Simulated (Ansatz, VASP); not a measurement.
# MgS5 in VASP and in Ansatz

```
Mg S
1.0
     5.61703    0.00000    0.00000
    -2.80851    4.86449    0.00000
     0.00000    0.00000    4.08448
Mg S
1 5
Direct
  0.00000 0.00000 0.00000
  0.50000 0.00000 0.50000
  0.50000 0.50000 0.50000
  0.00000 0.50000 0.50000
  0.33333 0.66667 0.00000
  0.66667 0.33333 0.00000
```

Change from the starting cell: species swapped into the YCu5 type (P6/mmm, No. 191).

Alike in both runs: functional PBE; k mesh 3 × 3 × 4; occupations gaussian, width 0.1 eV; no spin polarisation.

Ansatz relaxed the structure, and its values are those at the end. VASP's run is a single point on that final structure, the one shown.

|  | VASP | Ansatz |
| --- | --- | --- |
| version | VASP 6.6.1 | Ansatz 0.2.0 |
| potentials or method | VASP PAW PBE potentials, release 64 (Mg, S), cutoff 520 eV | scalar-relativistic, plane waves, PAW |
| valence electrons in the cell | 32 | 40 |

```csv
,VASP,Ansatz,Ansatz less VASP
gap on the k mesh at the Fermi level (eV),none,none,-
pressure (GPa),0.0,0.1,+0.15
```

A gap of «none» marks a metal or a gap that the smearing closes. VASP's potentials hold 32 valence electrons a cell and Ansatz's 40, so a difference there can come from the potentials and not from the codes.

The k mesh is coarse, so the values compare programs but aren't converged.
